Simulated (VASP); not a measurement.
**S: single point with PBE+D3(BJ)**

The system is S.

```
CELL_PARAMETERS angstrom
0.00000 -5.47627 0.00000
0.00000 0.00000 -2.96025
10.95255 -2.19051 1.18410
ATOMIC_POSITIONS crystal
S 0.04720 0.57547 0.18867
S 0.84720 0.77547 0.68867
S 0.55280 0.82453 0.81133
S 0.75280 0.62453 0.31133
S 0.00187 0.37547 0.93867
S 0.20187 0.17547 0.43867
S 0.59813 0.02453 0.06133
S 0.39813 0.22453 0.56133
```

- Program: VASP 6.6.1
- Task: single point
- Functional: PBE
- Dispersion: D3(BJ)
- Potentials or basis: VASP PAW PBE potentials, release 64 (S)
- Cutoff: 520 eV
- k mesh: 9 × 16 × 5
- Occupations: gaussian, width 0.15 eV
- Spin: no spin polarisation

```json
{"Pressure": "-3.4 GPa", "Largest force": "2.050 eV/Å", "Band gap on the k mesh": "zero (bands 24 and 25 overlap by 1.86 eV)", "Dispersion energy per atom": "-0.272 eV"}
```

Forces on the atoms (eV/Å):
```
S    0.011 -0.076  0.093
S    0.524  0.327 -0.014
S   -0.011  0.076 -0.093
S   -0.524 -0.327  0.014
S    1.702  0.903  0.701
S    0.134 -0.070 -0.002
S   -1.702 -0.903 -0.701
S   -0.134  0.070  0.002
```

Stress tensor (GPa, compression positive):
```
-5.35 -3.18 -0.48
-3.18 -2.22 -1.52
-0.48 -1.52 -2.49
```

Levels at points of the mesh, in eV from the Fermi level:
```
           k point  band 23  band 24  band 25  band 26  band 27  band 28
(0.00, 0.00, 0.00)     0.70     0.80     1.20     1.94     2.59     2.61
(0.00, 0.50, 0.00)    -1.35    -1.20    -0.82    -0.23     0.15     0.73
```

Wall time 7.2 min on 4 MPI ranks on AMD EPYC 7R13 Processor (Zen 3) (shared host), peak memory 1.3 GiB a rank.

Caveat: the cell stands under tension; forces of over 1 eV/Å act on the atoms, so gaps and moduli don't describe the material at rest.
